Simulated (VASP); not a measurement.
# LiF (I4/mmm) in VASP: single point with r2SCAN

Aim: the single point of LiF with r2SCAN.

Everything below comes from runs of VASP 6.6.1. Logs are shortened: lines on timing, memory, paths and dates and some standing lists are left out, and cuts for length are marked.

**1. The cell of the first run**

The structure is tetragonal, space group I4/mmm (No. 139). Conventional cell: a = 2.848 Å, b = 2.848 Å, c = 4.380 Å, α = 90.00°, β = 90.00°, γ = 90.00°. Li (site symmetry 4/mmm) has 6 F at 2.01 to 2.19 Å within 2.7 Å. F (site symmetry 4/mmm) has 6 Li at 2.01 to 2.19 Å within 2.7 Å.

**2. Single point, r2SCAN (strain +0.0875 x Voigt [0, 1, 0, 0, 0, 0])**

File POSCAR:

```
LiF
1.0
    0.0000000000      2.1902250000      2.0140000000
    2.0140000000      0.0000000000      2.0140000000
    2.0140000000      2.1902250000      0.0000000000
Li F
1 1
Direct
    0.0000000000      0.0000000000      0.0000000000
    0.5000000000      0.5000000000      0.5000000000
```

File INCAR.step1:

```
SYSTEM = LiF
ALGO     = Normal         ! electronic algorithm
EDIFF    = 1E-5           ! SCF threshold, eV
ENCUT    = 1490           ! plane-wave cutoff, eV
GGA      = PE             ! functional
GGA_COMPAT= .FALSE.      
ISMEAR   = 0              ! smearing method
LASPH    = .TRUE.         ! aspherical terms in the spheres
LCHARG   = .FALSE.        ! write CHGCAR
LREAL    = .FALSE.        ! projectors in reciprocal space
LWAVE    = .TRUE.         ! write WAVECAR
NBANDS   = 12             ! bands
NELM     = 120            ! most SCF steps
PREC     = Accurate       ! precision mode
SIGMA    = 0.05           ! smearing width, eV
```

File INCAR.step2:

```
SYSTEM = LiF
ALGO     = Normal         ! electronic algorithm
EDIFF    = 1E-6           ! SCF threshold, eV
ENCUT    = 1490           ! plane-wave cutoff, eV
GGA_COMPAT= .FALSE.      
ISIF     = 2              ! what is computed and relaxed
ISMEAR   = 0              ! smearing method
ISTART   = 1            
LASPH    = .TRUE.         ! aspherical terms in the spheres
LCHARG   = .TRUE.         ! write CHGCAR
LELF     = .TRUE.         ! ELF
LMIXTAU  = .TRUE.       
LREAL    = .FALSE.        ! projectors in reciprocal space
LVHAR    = .TRUE.       
LWAVE    = .FALSE.        ! write WAVECAR
METAGGA  = R2SCAN         ! meta-GGA
NBANDS   = 12             ! bands
NELM     = 120            ! most SCF steps
PREC     = Accurate       ! precision mode
SIGMA    = 0.05           ! smearing width, eV
```

File KPOINTS:

```
k-points
0
G
  10 10 10
  0 0 0
```

Potentials or basis: VASP PAW PBE potentials, release 64 (Li_sv, F_h).

Run with:

```
> cat potpaw_PBE.64/Li_sv/POTCAR potpaw_PBE.64/F_h/POTCAR > POTCAR
> cp INCAR.step1 INCAR
> mpirun -np 1 vasp_std > vasp.out
> cp INCAR.step2 INCAR
> mpirun -np 1 vasp_std > vasp.out
```

OUTCAR:

```text
SYSTEM = LiF
   EDIFF = 1E-6
   ENCUT = 1490
   ISIF = 2
   ISMEAR = 0
   ISTART = 1
   LASPH = .TRUE.
   LREAL = .FALSE.
   METAGGA = R2SCAN
   NELM = 120
   PREC = Accurate

 ion  position               nearest neighbor table
   1  0.000  0.000  0.000-   2 2.01   2 2.01   2 2.01   2 2.01
   2  0.500  0.500  0.500-   1 2.01   1 2.01   1 2.01   1 2.01

  LATTYP: Found a body centered tetragonal cell.
 ALAT       =     2.8482261146
 C/A-ratio  =     1.5379572491

  Lattice vectors:

 A1 = (   0.0000000000,  -2.1902250000,   2.0140000000)
 A2 = (   0.0000000000,  -2.1902250000,  -2.0140000000)
 A3 = (   2.0140000000,   2.1902250000,   0.0000000000)

Analysis of symmetry for initial positions (statically):
=====================================================================
 Subroutine PRICEL returns:
 Original cell was already a primitive cell.

 Routine SETGRP: Setting up the symmetry group for a
 body centered tetragonal supercell.

 Subroutine GETGRP returns: Found 16 space group operations
 (whereof 16 operations were pure point group operations)
 out of a pool of 16 trial point group operations.

The static configuration has the point symmetry D_4h.

Analysis of symmetry for dynamics (positions and initial velocities):
=====================================================================
 Subroutine PRICEL returns:
 Original cell was already a primitive cell.

 Routine SETGRP: Setting up the symmetry group for a
 body centered tetragonal supercell.

 Subroutine GETGRP returns: Found 16 space group operations
 (whereof 16 operations were pure point group operations)
 out of a pool of 16 trial point group operations.

The dynamic configuration has the point symmetry D_4h.

 Subroutine INISYM returns: Found 16 space group operations
 (whereof 16 operations are pure point group operations),
 and found     1 'primitive' translations

----------------------------------------------------------------------------------------

                                     Primitive cell

  volume of cell :      17.7680

  direct lattice vectors                    reciprocal lattice vectors
     0.000000000  2.190225000  2.014000000    -0.248262165  0.228287048  0.248262165
     2.014000000  0.000000000  2.014000000     0.248262165 -0.228287048  0.248262165
     2.014000000  2.190225000  0.000000000     0.248262165  0.228287048 -0.248262165

  length of vectors
     2.975446446  2.848226115  2.975446446     0.418787752  0.418787752  0.418787752

  position of ions in fractional coordinates (direct lattice)
     0.000000000  0.000000000  0.000000000
     0.500000000  0.500000000  0.500000000
[... 89 lines left out ...]
   NUPDOWN=      -1.0000    fix difference up-down
   EMIN   =  10.00;   EMAX   =-10.00  energy-range for DOS
   EFERMI =   0.00;   METHOD = LEGACY
   ISMEAR =     0;   SIGMA  =   0.05  broadening in eV -4-tet -1-fermi 0-gaus
   EFERMI_NEDOS =   21; number of points for ismear=-14 and -15
   IALGO  =     38    algorithm
   IMIX   =      4    mixing-type and parameters
     AMIX     =   0.40;   BMIX     =  1.00
     AMIX_MAG =   1.60;   BMIX_MAG =  1.00
  volume/ion in A,a.u.               =       8.88        59.95
  Fermi-wavevector in a.u.,A,eV,Ry     =   1.351644  2.554237 24.857043  1.826941
  Thomas-Fermi vector in A             =   2.479049
   LORBIT       =      0    0 simple, 1 ext, 2 COOP (PROOUT), +10 PAW based schemes
   METAGGA = R2SCAN    functional components
   LHFCALC =     F    Hartree Fock is set to
   AEXX    =    0.0000 exact exchange contribution
   IVDW    =     0    specifies the selected vdW correction
   LEPSILON=     F    determine dielectric tensor
   LRPA    =     F    only Hartree local field effects (RPA)
 non-spin polarized calculation
 Gauss-broadening in eV      SIGMA  =   0.05
  energy-cutoff  :     1490.00
  volume of cell :       17.77
 maximum number of plane-waves:      2346
 NGX is ok and might be reduce to    40
   NGX = 19   NGY = 17   NGZ = 19

 number of electron       9.9999999 magnetization

 Free energy of the ion-electron system (eV)
  ---------------------------------------------------
  ext. energy  EPLUGINS =         0.00000000
  ---------------------------------------------------
  free energy    TOTEN  =       -11.85878554 eV

  energy without entropy =      -11.85878554  energy(sigma->0) =      -11.85878554

 E-fermi :  -1.2411     XC(G=0): -10.0946

 val. band max:       -1.5696195562   @ k =   0.0000   0.0000   0.0000
 cond. band min:       7.8165140844   @ k =   0.0000   0.0000   0.0000
 fundamental gap:      9.3861336406
 Fermi energy:        -1.2410532924

 k-point     1 :       0.0000    0.0000    0.0000
  band No.  band energies     occupation
      1     -43.8529      2.00000
      2     -22.5287      2.00000
      3      -1.7046      2.00000
      4      -1.7046      2.00000
      5      -1.5696      2.00000
      6       7.8165      0.00000
      7      21.9826      0.00000
      8      22.7115      0.00000
      9      23.3538      0.00000
     10      23.3543      0.00000
     11      23.9358      0.00000
     12      23.9369      0.00000
[... 331 lines left out ...]
 k-point    24 :       0.4000    0.3000   -0.0000
  band No.  band energies     occupation
      1     -43.8082      2.00000
      2     -22.0850      2.00000
      3      -3.6888      2.00000
      4      -2.6120      2.00000
      5      -2.2316      2.00000
      6      12.0572      0.00000
      7      15.4303      0.00000
      8      17.8588      0.00000
      9      18.7515      0.00000
     10      19.9955      0.00000
     11      32.0717      0.00000
     12      32.7760      0.00000

 [... further k-points ...]

------------------------ aborting loop because EDIFF is reached ----------------------------------------

  FORCE on cell =-STRESS in cart. coord.  units (eV):
  Direction    XX          YY          ZZ          XY          YZ          ZX
  --------------------------------------------------------------------------------------
  -------------------------------------------------------------------------------------
  Total       -0.6793280     -0.9961865     -0.6793280      0.0000000      0.0000000      0.0000000
  in kB      -61.2565322    -89.8283844    -61.2565322      0.0000000      0.0000000      0.0000000
  external PRESSURE =     -70.7804829 kB  Pullay stress =       0.0000000 kB

 VOLUME and BASIS-vectors are now :
 -----------------------------------------------------------------------------
  energy-cutoff  :     1490.00
  volume of cell :       17.77
      direct lattice vectors                 reciprocal lattice vectors
     0.000000000  2.190225000  2.014000000    -0.248262165  0.228287048  0.248262165
     2.014000000  0.000000000  2.014000000     0.248262165 -0.228287048  0.248262165
     2.014000000  2.190225000  0.000000000     0.248262165  0.228287048 -0.248262165

 POSITION                                       TOTAL-FORCE (eV/Angst)
 -----------------------------------------------------------------------------------
      0.00000      0.00000      0.00000         0.000000      0.000000     -0.000000
      2.01400      2.19022      2.01400        -0.000000     -0.000000      0.000000
 -----------------------------------------------------------------------------------
    total drift:                                0.000000     -0.000000      0.000000

  FREE ENERGIE OF THE ION-ELECTRON SYSTEM (eV)
  ---------------------------------------------------
  free  energy   TOTEN  =       -11.8587855443 eV

  energy  without entropy=      -11.8587855443  energy(sigma->0) =      -11.85878554
```

Wall time 5.3 min (1 thread of Intel Xeon Platinum 8259CL at 2.50GHz (Skylake/Cascade Lake), shared host); peak memory 0.29 GiB.

What came out:

| Quantity | Value |
| --- | --- |
| Free energy | -11.8588 eV |
| Pressure | -7.1 GPa |
| Band gap on the k mesh | 9.39 eV |

Caveat: the cell differs from its parent crystal (strain +0.0875 x Voigt [0, 1, 0, 0, 0, 0]); the cell stands under tension; the PAW data sets were made with another functional, which shifts forces and pressure a little. A k mesh can miss the band edges.
